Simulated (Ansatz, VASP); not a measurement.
**GaP in VASP and in Ansatz**

```
CELL_PARAMETERS angstrom
6.78348 0.00000 0.00000
0.00000 6.78348 0.00000
0.00000 0.00000 6.78348
ATOMIC_POSITIONS crystal
Ga 0.75000 0.50000 0.00000
Ga 0.50000 0.00000 0.75000
Ga 0.00000 0.75000 0.50000
Ga 0.00000 0.25000 0.50000
Ga 0.25000 0.50000 0.00000
Ga 0.50000 0.00000 0.25000
P 0.50000 0.75000 0.00000
P 0.75000 0.00000 0.50000
P 0.00000 0.50000 0.75000
P 0.25000 0.00000 0.50000
P 0.00000 0.50000 0.25000
P 0.50000 0.25000 0.00000
```

Alike in both runs: task single point; functional PBE; k mesh 2 × 2 × 2; occupations gaussian, width 0.1 eV; no spin polarisation.

|  | VASP | Ansatz |
| --- | --- | --- |
| version | VASP 6.6.1 | Ansatz 0.2.0 |
| potentials or method | VASP PAW PBE potentials, release 64 (Ga_d, P), cutoff 520 eV | scalar-relativistic, plane waves, PAW |
| valence electrons in the cell | 108 | 108 |

|  | VASP | Ansatz | Ansatz less VASP |
| --- | --- | --- | --- |
| gap on the k mesh at the Fermi level (eV) | 1.03 | 1.03 | +0.004 |
| least direct gap on the mesh (eV) | 1.11 | 1.11 | +0.004 |
| pressure (GPa) | -0.1 | -0.1 | +0.01 |

With one functional, cell and mesh, what is left measures potentials, basis and numerics.

The k mesh is coarse, so the values compare programs but aren't converged.
